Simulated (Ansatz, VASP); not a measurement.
FeO in VASP and in Ansatz

Contents of INCAR:

```
ALGO = Normal
EDIFF = 1E-7
ENCUT = 520
GGA = CA
ISIF = 2
ISMEAR = 0
ISPIN = 2
LASPH = T
LCHARG = F
LDAU = T
LDAUJ = 0.9 0
LDAUL = 2 -1
LDAUPRINT = 1
LDAUTYPE = 1
LDAUU = 5 0
LMAXMIX = 4
LORBIT = 11
LREAL = F
LWAVE = F
MAGMOM = 4 0
NBANDS = 18
NELM = 150
PREC = Accurate
SIGMA = 0.05
```

KPOINTS

```
k-points
0
Gamma
  8 8 8
```

File POSCAR:

```
FeO
1.0
    0.0000000000      2.1554001600      2.1554001600
    2.1554001600      0.0000000000      2.1554001600
    2.1554001600      2.1554001600      0.0000000000
Fe O
1 1
Direct
    0.0000000000      0.0000000000      0.0000000000
    0.5000000000      0.5000000000      0.5000000000
```

Input for Ansatz:

```yaml
crystal:
  lattice:
    - [0.0, 2.15540016, 2.15540016]
    - [2.15540016, 0.0, 2.15540016]
    - [2.15540016, 2.15540016, 0.0]
  atoms:
    - { symbol: Fe, position: [0.0, 0.0, 0.0], spin: 4.0 }
    - { symbol: O, position: [0.5, 0.5, 0.5] }
basis:
  ecutwfc: 420
  ecutrho_ratio: 4
kpoints:
  mp_grid: { grid: [8, 8, 8] }
hamiltonian:
  xc: lda
  hubbard: { sites: [{ site: 0, l: d, u: 5.0, j: 0.9 }] }
scf:
  occupations: { method: gaussian, width: 0.05 }
output:
  forces: true
  stress: true
  eigenvalues: true
  populations: true
  hubbard: { sites: [{ site: 0, l: d }] }
  write_density: true
  write_potential: true
  elf: true
  volumetric_format: npy
magnetization:
  spin_polarized: true
```

Alike in both runs: task single point; functional LDA; k mesh 8 × 8 × 8; occupations gaussian, width 0.05 eV; collinear spin; Hubbard terms Fe d U = 5.0 eV, J = 0.9 eV.

|  | VASP | Ansatz |
| --- | --- | --- |
| version | VASP 6.6.1 | Ansatz 0.2.0 |
| potentials or method | VASP PAW LDA potentials, release 64 (Fe, O), cutoff 520 eV | scalar-relativistic, plane waves, PAW |
| valence electrons in the cell | 14 | 22 |

VASP gave:

| Item | Value |
| --- | --- |
| pressure (GPa) | -15.7 |
| net moment per atom (μB) | 2.00 |
| size of the moment on the site where the two differ most (μB) | 3.79 |

Q: Which values does Ansatz return?

A: Pressure (GPa): -4.1; net moment per atom (μB): 2.00; size of the moment on the site where the two differ most (μB): 3.46.

LDA's correlation is that of Perdew and Zunger in VASP and of Perdew and Wang (1992) in Ansatz. Site moments also hang on the region over which each program counts them. The programs project onto different local orbitals, so the same U acts differently, and such runs can settle in different states. VASP's potentials hold 14 valence electrons a cell and Ansatz's 22, so a difference there can come from the potentials and not from the codes. Ansatz's warnings: reached outside group.
